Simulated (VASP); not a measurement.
# Si3N4 (Fd-3m) in VASP: a series of runs

The runs below take Si3N4 through single point, with PBE.

All numbers are computed with VASP 6.6.1; they aren't measurements. Logs are shortened: lines on timing, memory, paths and dates and some standing lists are left out, and cuts for length are marked.

### Step 1. The cell of the first run

The structure is cubic, space group Fd-3m (No. 227). The conventional cell has a = 7.548 Å, b = 7.548 Å, c = 7.548 Å, α = 90.00°, β = 90.00°, γ = 90.00°. Si (site symmetry -3m) has 6 N at 1.84 Å within 2.4 Å. Si (site symmetry -43m) has 4 N at 1.73 Å within 2.3 Å. Within 2.3 Å of N (site symmetry 3m) lie 4 Si at 1.73 to 1.84 Å.

### Step 2. Single point, PBE (7.68 Å³/atom)

INCAR reads:

```
SYSTEM = Si3N4
PREC = Accurate
ENCUT = 520
EDIFF = 1E-7
ISMEAR = 0
SIGMA = 0.02
LREAL = .FALSE.
LASPH = .TRUE.
NELM = 60
ALGO = Normal
ISIF = 2
LWAVE = .FALSE.
LCHARG = .TRUE.
GGA = PE
LELF = .TRUE.
LVHAR = .TRUE.
NBANDS = 45
```

KPOINTS reads:

```
regular mesh
0
G
  6 6 6
  0 0 0
```

POSCAR reads:

```
Si3N4
1.0
    0.0000000000      3.7740883936      3.7740883936
    3.7740883936      0.0000000000      3.7740883936
    3.7740883936      3.7740883936      0.0000000000
Si N
6 8
Direct
    0.1250000000      0.1250000000      0.6250000000
    0.1250000000      0.6250000000      0.1250000000
    0.6250000000      0.1250000000      0.1250000000
    0.1250000000      0.1250000000      0.1250000000
    0.7500000000      0.7500000000      0.7500000000
    0.5000000000      0.5000000000      0.5000000000
    0.3680177750      0.3680177750      0.3680177750
    0.3540533249      0.8819822250      0.8819822250
    0.8819822250      0.8819822250      0.3540533249
    0.8819822250      0.3540533249      0.8819822250
    0.3680177750      0.3680177750      0.8959466751
    0.3680177750      0.8959466751      0.3680177750
    0.8819822250      0.8819822250      0.8819822250
    0.8959466751      0.3680177750      0.3680177750
```

Potentials or basis: VASP PAW PBE potentials, release 64 (Si, N).

Launch:

```
$ cat potpaw_PBE.64/Si/POTCAR potpaw_PBE.64/N/POTCAR > POTCAR
$ mpirun -np 1 vasp_std > vasp.out
```

OUTCAR:

```text
SYSTEM = Si3N4
   PREC = Accurate
   ENCUT = 520
   EDIFF = 1E-7
   ISMEAR = 0
   LREAL = .FALSE.
   LASPH = .TRUE.
   NELM = 60
   ISIF = 2
   GGA = PE

 ion  position               nearest neighbor table
   1  0.125  0.125  0.625-   8 1.84  10 1.84  12 1.84  14 1.84  13 1.84   7 1.84   4 2.67   2 2.67
                             3 2.67   4 2.67   2 2.67   3 2.67   6 3.13   5 3.13   5 3.13   6 3.13
   2  0.125  0.625  0.125-   8 1.84   9 1.84  11 1.84  14 1.84  13 1.84   7 1.84   4 2.67   1 2.67
                             1 2.67   3 2.67   4 2.67   3 2.67   5 3.13   6 3.13   6 3.13   5 3.13
   3  0.625  0.125  0.125-   9 1.84  10 1.84  11 1.84  12 1.84   7 1.84  13 1.84   4 2.67   1 2.67
                             2 2.67   1 2.67   2 2.67   4 2.67   6 3.13   5 3.13   6 3.13   5 3.13
   4  0.125  0.125  0.125-   8 1.84  10 1.84  12 1.84  14 1.84   9 1.84  11 1.84   1 2.67   2 2.67
                             3 2.67   1 2.67   2 2.67   3 2.67   5 3.13   6 3.13   5 3.13   6 3.13
   5  0.750  0.750  0.750-  13 1.73   9 1.73  10 1.73   8 1.73   1 3.13   4 3.13   3 3.13   2 3.13
                             3 3.13   2 3.13   1 3.13   3 3.13   4 3.13   1 3.13   2 3.13   4 3.13
   6  0.500  0.500  0.500-   7 1.73  11 1.73  12 1.73  14 1.73   2 3.13   3 3.13   4 3.13   1 3.13
                             4 3.13   1 3.13   2 3.13   3 3.13   1 3.13   4 3.13   2 3.13   3 3.13
   7  0.368  0.368  0.368-   6 1.73   2 1.84   3 1.84   1 1.84
   8  0.354  0.882  0.882-   5 1.73   2 1.84   1 1.84   4 1.84
   9  0.882  0.882  0.354-   5 1.73   3 1.84   2 1.84   4 1.84
  10  0.882  0.354  0.882-   5 1.73   3 1.84   1 1.84   4 1.84
  11  0.368  0.368  0.896-   6 1.73   3 1.84   2 1.84   4 1.84
  12  0.368  0.896  0.368-   6 1.73   3 1.84   1 1.84   4 1.84
  13  0.882  0.882  0.882-   5 1.73   2 1.84   3 1.84   1 1.84
  14  0.896  0.368  0.368-   6 1.73   2 1.84   1 1.84   4 1.84

  LATTYP: Found a face centered cubic cell.
 ALAT       =     7.5481767872

  Lattice vectors:

 A1 = (   0.0000000000,   3.7740883936,   3.7740883936)
 A2 = (   3.7740883936,   0.0000000000,   3.7740883936)
 A3 = (   3.7740883936,   3.7740883936,   0.0000000000)

Analysis of symmetry for initial positions (statically):
=====================================================================
 Subroutine PRICEL returns:
 Original cell was already a primitive cell.

 Routine SETGRP: Setting up the symmetry group for a
 face centered cubic supercell.

 Subroutine GETGRP returns: Found 48 space group operations
 (whereof 24 operations were pure point group operations)
 out of a pool of 48 trial point group operations.

The static configuration has the point symmetry T_d .
 The point group associated with its full space group is O_h .

Analysis of symmetry for dynamics (positions and initial velocities):
=====================================================================
 Subroutine PRICEL returns:
 Original cell was already a primitive cell.

 Routine SETGRP: Setting up the symmetry group for a
 face centered cubic supercell.

 Subroutine GETGRP returns: Found 48 space group operations
 (whereof 24 operations were pure point group operations)
 out of a pool of 48 trial point group operations.

The dynamic configuration has the point symmetry T_d .
 The point group associated with its full space group is O_h .

 Subroutine INISYM returns: Found 48 space group operations
 (whereof 24 operations are pure point group operations),
 and found     1 'primitive' translations

----------------------------------------------------------------------------------------

                                     Primitive cell

  volume of cell :     107.5143

  direct lattice vectors                    reciprocal lattice vectors
     0.000000000  3.774088394  3.774088394    -0.132482324  0.132482324  0.132482324
     3.774088394  0.000000000  3.774088394     0.132482324 -0.132482324  0.132482324
     3.774088394  3.774088394  0.000000000     0.132482324  0.132482324 -0.132482324

  length of vectors
     5.337366992  5.337366992  5.337366992     0.229466116  0.229466116  0.229466116

  position of ions in fractional coordinates (direct lattice)
     0.125000000  0.125000000  0.625000000
     0.125000000  0.625000000  0.125000000
     0.625000000  0.125000000  0.125000000
     0.125000000  0.125000000  0.125000000
     0.750000000  0.750000000  0.750000000
     0.500000000  0.500000000  0.500000000
     0.368017775  0.368017775  0.368017775
     0.354053325  0.881982225  0.881982225
     0.881982225  0.881982225  0.354053325
[... 39 lines left out ...]
     0.038244353  0.038244353  0.038244353

  Shift w.r.t. Gamma in fractional coordinates (k-lattice)
     0.000000000  0.000000000  0.000000000

 Subroutine IBZKPT returns following result:
 ===========================================

 Found     16 irreducible k-points:

 Following reciprocal coordinates:
            Coordinates               Weight
  0.000000  0.000000  0.000000      1.000000
  0.166667  0.000000  0.000000      8.000000
  0.333333  0.000000  0.000000      8.000000
  0.500000  0.000000  0.000000      4.000000
  0.166667  0.166667  0.000000      6.000000
  0.333333  0.166667  0.000000     24.000000
[... 8 lines left out ...]
 -0.333333  0.333333  0.166667     24.000000
 -0.333333  0.500000  0.166667     12.000000
   k-points           NKPTS =     16   k-points in BZ     NKDIM =     16   number of bands    NBANDS=     45
   number of dos      NEDOS =    301   number of ions     NIONS =     14
   total plane-waves  NPLWV =  64000
   dimension x,y,z NGX =    40 NGY =   40 NGZ =   40
   dimension x,y,z NGXF=    80 NGYF=   80 NGZF=   80
   ions per type =               6   8
   NGX,Y,Z   is equivalent  to a cutoff of  12.46, 12.46, 12.46 a.u.
   NGXF,Y,Z  is equivalent  to a cutoff of  24.92, 24.92, 24.92 a.u.
 SYSTEM =  Si3N4
   PREC   = accura    normal or accurate (medium, high low for compatibility)
   ISTART =      0    job   : 0-new  1-cont  2-samecut
   ICHARG =      2    charge: 1-file 2-atom 10-const
   ISPIN  =      1    spin polarized calculation?
   LNONCOLLINEAR =      F non collinear calculations
   LSORBIT =      F    spin-orbit coupling
   LASPH  =      T    aspherical Exc in radial PAW
   ENCUT  =  520.0 eV  38.22 Ry    6.18 a.u.   9.92  9.92  9.92*2*pi/ulx,y,z
   NELM   =     60;   NELMIN=  2; NELMDL= -5     # of ELM steps
   EDIFF  = 0.1E-06   stopping-criterion for ELM
   LREAL  =      F    real-space projection
   EDIFFG = 0.1E-05   stopping-criterion for IOM
   NSW    =      0    number of steps for IOM
   IBRION =     -1    ionic relax: 0-MD 1-quasi-New 2-CG
   NFREE  =      0    steps in history (QN), initial steepest desc. (CG)
   ISIF   =      2    stress and relaxation
   ISYM   =      2    0-nonsym 1-usesym 2-fastsym
   POTIM  = 0.5000    time-step for ionic-motion
   TEBEG  =    0.0;   TEEND  =   0.0 temperature during run
   PSTRESS=    0.0 pullay stress
   NELECT =      64.0000    total number of electrons
   NUPDOWN=      -1.0000    fix difference up-down
   EMIN   =  10.00;   EMAX   =-10.00  energy-range for DOS
   EFERMI =   0.00;   METHOD = LEGACY
   ISMEAR =     0;   SIGMA  =   0.02  broadening in eV -4-tet -1-fermi 0-gaus
   EFERMI_NEDOS =   21; number of points for ismear=-14 and -15
   IALGO  =     38    algorithm
   IMIX   =      4    mixing-type and parameters
     AMIX     =   0.40;   BMIX     =  1.00
     AMIX_MAG =   1.60;   BMIX_MAG =  1.00
  volume/ion in A,a.u.               =       7.68        51.82
  Fermi-wavevector in a.u.,A,eV,Ry     =   1.377144  2.602425 25.803805  1.896526
  Thomas-Fermi vector in A             =   2.502324
   LORBIT       =      0    0 simple, 1 ext, 2 COOP (PROOUT), +10 PAW based schemes
   GGA     = PE    functional components
   LHFCALC =     F    Hartree Fock is set to
   AEXX    =    0.0000 exact exchange contribution
   IVDW    =     0    specifies the selected vdW correction
   LEPSILON=     F    determine dielectric tensor
   LRPA    =     F    only Hartree local field effects (RPA)
 non-spin polarized calculation
 Gauss-broadening in eV      SIGMA  =   0.02
  energy-cutoff  :      520.00
  volume of cell :      107.51
 maximum number of plane-waves:      2914
   NGX = 19   NGY = 19   NGZ = 19

 number of electron      64.0000000 magnetization

 Free energy of the ion-electron system (eV)
  ---------------------------------------------------
  ext. energy  EPLUGINS =         0.00000000
  ---------------------------------------------------
  free energy    TOTEN  =      -111.45844903 eV

  energy without entropy =     -111.45844903  energy(sigma->0) =     -111.45844903

 E-fermi :  10.5491     XC(G=0): -12.6742

 val. band max:       10.3790410864   @ k =  -0.1667   0.1667   0.0000
 cond. band min:      14.0894665114   @ k =   0.0000   0.0000   0.0000
 fundamental gap:      3.7104254250
 Fermi energy:        10.5491091894

 k-point     1 :       0.0000    0.0000    0.0000
  band No.  band energies     occupation
      1      -9.3387      2.00000
      2      -5.6925      2.00000
      3      -4.7097      2.00000
      4      -4.7097      2.00000
      5      -4.7097      2.00000
      6      -3.5896      2.00000
[... 741 lines left out ...]
     43      21.1655      0.00000
     44      21.1655      0.00000
 [bands above 44 left out]

------------------------ aborting loop because EDIFF is reached ----------------------------------------

  FORCE on cell =-STRESS in cart. coord.  units (eV):
  Direction    XX          YY          ZZ          XY          YZ          ZX
  --------------------------------------------------------------------------------------
  -------------------------------------------------------------------------------------
  Total       22.3981345     22.3981345     22.3981345      0.0000000      0.0000000      0.0000000
  in kB      333.7768650    333.7768650    333.7768650      0.0000000      0.0000000      0.0000000
  external PRESSURE =     333.7768650 kB  Pullay stress =       0.0000000 kB

 VOLUME and BASIS-vectors are now :
 -----------------------------------------------------------------------------
  energy-cutoff  :      520.00
  volume of cell :      107.51
      direct lattice vectors                 reciprocal lattice vectors
     0.000000000  3.774088394  3.774088394    -0.132482324  0.132482324  0.132482324
     3.774088394  0.000000000  3.774088394     0.132482324 -0.132482324  0.132482324
     3.774088394  3.774088394  0.000000000     0.132482324  0.132482324 -0.132482324

 POSITION                                       TOTAL-FORCE (eV/Angst)
 -----------------------------------------------------------------------------------
      2.83057      2.83057      0.94352         0.000000      0.000000      0.000000
      2.83057      0.94352      2.83057         0.000000      0.000000      0.000000
      0.94352      2.83057      2.83057         0.000000      0.000000      0.000000
      0.94352      0.94352      0.94352         0.000000      0.000000      0.000000
      5.66113      5.66113      5.66113         0.000000      0.000000      0.000000
      3.77409      3.77409      3.77409         0.000000      0.000000      0.000000
      2.77786      2.77786      2.77786         0.005156      0.005156      0.005156
      6.65736      4.66491      4.66491        -0.005156      0.005156      0.005156
      4.66491      4.66491      6.65736         0.005156      0.005156     -0.005156
      4.66491      6.65736      4.66491         0.005156     -0.005156      0.005156
      4.77031      4.77031      2.77786        -0.005156     -0.005156      0.005156
      4.77031      2.77786      4.77031        -0.005156      0.005156     -0.005156
      6.65736      6.65736      6.65736        -0.005156     -0.005156     -0.005156
      2.77786      4.77031      4.77031         0.005156     -0.005156     -0.005156
 -----------------------------------------------------------------------------------
    total drift:                                0.000000     -0.000000      0.000000

  FREE ENERGIE OF THE ION-ELECTRON SYSTEM (eV)
  ---------------------------------------------------
  free  energy   TOTEN  =      -111.4584490277 eV

  energy  without entropy=     -111.4584490277  energy(sigma->0) =     -111.45844903
```

Run time: 78 s. Hardware: 1 thread of Intel Xeon Platinum 8259CL at 2.50GHz (Skylake/Cascade Lake), shared host; peak memory 0.25 GiB.

Results:

| Property | Result |
| --- | --- |
| Free energy | -111.4584 eV |
| Pressure | 33.4 GPa |
| Largest force | 0.009 eV/Å |
| Band gap on the k mesh | 3.71 eV (least direct gap 3.72 eV) |

Forces on the atoms (eV/Å):
```
Si   0.000  0.000  0.000
Si   0.000  0.000  0.000
Si   0.000  0.000  0.000
Si   0.000  0.000  0.000
Si   0.000  0.000  0.000
Si   0.000  0.000  0.000
N    0.005  0.005  0.005
N   -0.005  0.005  0.005
N    0.005  0.005 -0.005
N    0.005 -0.005  0.005
N   -0.005 -0.005  0.005
N   -0.005  0.005 -0.005
N   -0.005 -0.005 -0.005
N    0.005 -0.005 -0.005
```

Levels at points of the mesh, in eV from the valence-band top:
```tsv
k point	band 28	band 29	band 30	band 31	band 32	band 33	band 34	band 35	band 36	band 37
(0.00, 0.00, 0.00)	-0.24	-0.24	-0.01	-0.01	-0.01	3.71	3.71	3.71	5.43	7.23
(0.50, 0.00, 0.00)	-0.98	-0.49	-0.49	-0.43	-0.43	5.33	6.05	6.05	7.02	7.38
(0.50, 0.50, 0.00)	-1.81	-1.21	-1.21	-0.55	-0.55	7.08	7.08	7.40	7.40	8.56
```

Caveat: the cell stands under pressure.

### Step 3. Single point, PBE (7.93 Å³/atom)

This run uses another cell than the first one, of 7.93 Å³/atom.

INCAR reads:

```
PREC = Accurate ; ENCUT = 520
EDIFF = 1E-7 ; ISMEAR = 0
SIGMA = 0.02 ; LREAL = False
LASPH = True ; NELM = 100
ALGO = Normal ; ISIF = 2
LWAVE = False ; LCHARG = False
GGA = PE ; NBANDS = 45
```

KPOINTS reads:

```
regular mesh
0
Gamma
  6 6 6
```

POSCAR reads:

```
Si3N4
1.0
    0.0000000000      3.8151143077      3.8151143077
    3.8151143077      0.0000000000      3.8151143077
    3.8151143077      3.8151143077      0.0000000000
Si N
6 8
Direct
    0.1250000000      0.1250000000      0.6250000000
    0.1250000000      0.6250000000      0.1250000000
    0.6250000000      0.1250000000      0.1250000000
    0.1250000000      0.1250000000      0.1250000000
    0.7500000000      0.7500000000      0.7500000000
    0.5000000000      0.5000000000      0.5000000000
    0.3678690355      0.3678690355      0.3678690355
    0.3536071066      0.8821309645      0.8821309645
    0.8821309645      0.8821309645      0.3536071066
    0.8821309645      0.3536071066      0.8821309645
    0.3678690355      0.3678690355      0.8963928934
    0.3678690355      0.8963928934      0.3678690355
    0.8821309645      0.8821309645      0.8821309645
    0.8963928934      0.3678690355      0.3678690355
```

Potentials or basis: VASP PAW PBE potentials, release 64 (Si, N).

Launch:

```
$ cat potpaw_PBE.64/Si/POTCAR potpaw_PBE.64/N/POTCAR > POTCAR
$ mpirun -np 1 vasp_std > vasp.out
```

OUTCAR:

```text
PREC = Accurate
   ENCUT = 520
   EDIFF = 1E-7
   ISMEAR = 0
   LREAL = False
   LASPH = True
   NELM = 100
   ISIF = 2
   GGA = PE

 ion  position               nearest neighbor table
   1  0.125  0.125  0.625-   7 1.85  13 1.85  10 1.85  12 1.85   8 1.85  14 1.85   4 2.70   2 2.70
                             3 2.70   4 2.70   2 2.70   3 2.70
   2  0.125  0.625  0.125-   7 1.85  13 1.85   9 1.85  11 1.85   8 1.85  14 1.85   4 2.70   1 2.70
                             1 2.70   3 2.70   4 2.70   3 2.70
   3  0.625  0.125  0.125-   7 1.85  13 1.85  10 1.85  11 1.85  12 1.85   9 1.85   4 2.70   1 2.70
                             2 2.70   1 2.70   2 2.70   4 2.70
   4  0.125  0.125  0.125-   8 1.85   9 1.85  10 1.85  11 1.85  12 1.85  14 1.85   1 2.70   2 2.70
                             3 2.70   1 2.70   2 2.70   3 2.70
   5  0.750  0.750  0.750-   8 1.75   9 1.75  10 1.75  13 1.75
   6  0.500  0.500  0.500-  11 1.75  12 1.75  14 1.75   7 1.75
   7  0.368  0.368  0.368-   6 1.75   2 1.85   3 1.85   1 1.85
   8  0.354  0.882  0.882-   5 1.75   4 1.85   1 1.85   2 1.85
   9  0.882  0.882  0.354-   5 1.75   4 1.85   2 1.85   3 1.85
  10  0.882  0.354  0.882-   5 1.75   4 1.85   1 1.85   3 1.85
[... 968 lines left out ...]
  Direction    XX          YY          ZZ          XY          YZ          ZX
  --------------------------------------------------------------------------------------
  -------------------------------------------------------------------------------------
  Total       14.1510602     14.1510602     14.1510602     -0.0000000     -0.0000000      0.0000000
  in kB      204.1488333    204.1488333    204.1488333     -0.0000000     -0.0000000      0.0000000
  external PRESSURE =     204.1488333 kB  Pullay stress =       0.0000000 kB

 VOLUME and BASIS-vectors are now :
 -----------------------------------------------------------------------------
  energy-cutoff  :      520.00
  volume of cell :      111.06
      direct lattice vectors                 reciprocal lattice vectors
     0.000000000  3.815114308  3.815114308    -0.131057672  0.131057672  0.131057672
     3.815114308  0.000000000  3.815114308     0.131057672 -0.131057672  0.131057672
     3.815114308  3.815114308  0.000000000     0.131057672  0.131057672 -0.131057672

 POSITION                                       TOTAL-FORCE (eV/Angst)
 -----------------------------------------------------------------------------------
      2.86134      2.86134      0.95378         0.000000      0.000000      0.000000
      2.86134      0.95378      2.86134         0.000000      0.000000      0.000000
      0.95378      2.86134      2.86134         0.000000      0.000000      0.000000
      0.95378      0.95378      0.95378         0.000000      0.000000      0.000000
      5.72267      5.72267      5.72267         0.000000      0.000000      0.000000
      3.81511      3.81511      3.81511         0.000000      0.000000      0.000000
      2.80692      2.80692      2.80692         0.004927      0.004927      0.004927
      6.73086      4.71448      4.71448        -0.004927      0.004927      0.004927
      4.71448      4.71448      6.73086         0.004927      0.004927     -0.004927
      4.71448      6.73086      4.71448         0.004927     -0.004927      0.004927
      4.82330      4.82330      2.80692        -0.004927     -0.004927      0.004927
      4.82330      2.80692      4.82330        -0.004927      0.004927     -0.004927
      6.73086      6.73086      6.73086        -0.004927     -0.004927     -0.004927
      2.80692      4.82330      4.82330         0.004927     -0.004927     -0.004927
 -----------------------------------------------------------------------------------
    total drift:                                0.000000      0.000000      0.000000

  FREE ENERGIE OF THE ION-ELECTRON SYSTEM (eV)
  ---------------------------------------------------
  free  energy   TOTEN  =      -112.0534007157 eV

  energy  without entropy=     -112.0534007157  energy(sigma->0) =     -112.05340072
```

stdout:

```text
POSCAR found type information on POSCAR SiN
 POSCAR found :  2 types and      14 ions
 scaLAPACK will be used
 LDA part: xc-table for (Slater+PW92), standard interpolation
 POSCAR, INCAR and KPOINTS ok, starting setup
 FFT: planning ... GRIDC
 FFT: planning ... GRID_SOFT
 FFT: planning ... GRID
 WAVECAR not read
 entering main loop
```

Run time: 74 s. Hardware: 1 thread of Intel Xeon Platinum 8259CL at 2.50GHz (Skylake/Cascade Lake), shared host; peak memory 0.25 GiB.

Results:

| Item | Value |
| --- | --- |
| Free energy | -112.0534 eV |
| Pressure | 20.4 GPa |
| Largest force | 0.009 eV/Å |
| Band gap on the k mesh | 3.58 eV (least direct gap 3.60 eV) |

Forces on the atoms (eV/Å):
```
Si   0.000  0.000  0.000
Si   0.000  0.000  0.000
Si   0.000  0.000  0.000
Si   0.000  0.000  0.000
Si   0.000  0.000  0.000
Si   0.000  0.000  0.000
N    0.005  0.005  0.005
N   -0.005  0.005  0.005
N    0.005  0.005 -0.005
N    0.005 -0.005  0.005
N   -0.005 -0.005  0.005
N   -0.005  0.005 -0.005
N   -0.005 -0.005 -0.005
N    0.005 -0.005 -0.005
```

Caveat: the cell stands under pressure.
